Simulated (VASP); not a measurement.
A run of VASP 6.6.1 is set up as follows.

Contents of INCAR:

```
ALGO     = Normal         # electronic algorithm
EDIFF    = 1E-6           # SCF threshold, eV
ENCUT    = 600            # plane-wave cutoff, eV
GGA      = PE             # functional
GGA_COMPAT= F            
ISIF     = 2              # what is computed and relaxed
ISMEAR   = 0              # smearing method
LASPH    = T              # aspherical terms in the spheres
LCHARG   = F              # write CHGCAR
LREAL    = F              # projectors in reciprocal space
LWAVE    = F              # write WAVECAR
NBANDS   = 30             # bands
NELM     = 120            # most SCF steps
PREC     = Accurate       # precision mode
SIGMA    = 0.1            # smearing width, eV
```

Contents of KPOINTS:

```
k-points
0
Gamma
  6 6 2
```

POSCAR

```
Ge2Sb2O
1.0
    3.3746837814      0.0000000000      0.0000000000
    0.0000000000      3.3746837814      0.0000000000
    0.0000000000      0.0000000000      9.2538309985
Ge Sb O
2 2 1
Direct
    0.5000000000      0.5000000000      0.2166801045
    0.5000000000      0.5000000000      0.7833198955
    0.0000000000      0.0000000000      0.0000000000
    0.0000000000      0.0000000000      0.5000000000
    0.5000000000      0.5000000000      0.5000000000
```

Potentials or basis: VASP PAW PBE potentials, release 64 (Ge_d, Sb, O).

Launch:

```console
$ cat potpaw_PBE.64/Ge_d/POTCAR potpaw_PBE.64/Sb/POTCAR potpaw_PBE.64/O/POTCAR > POTCAR
$ mpirun -np 1 vasp_std > vasp.out
```

(1) Estimate the pressure.

(2) Predict the largest force.

Answers

(1) -0.4 GPa.

(2) 0.017 eV/Å.
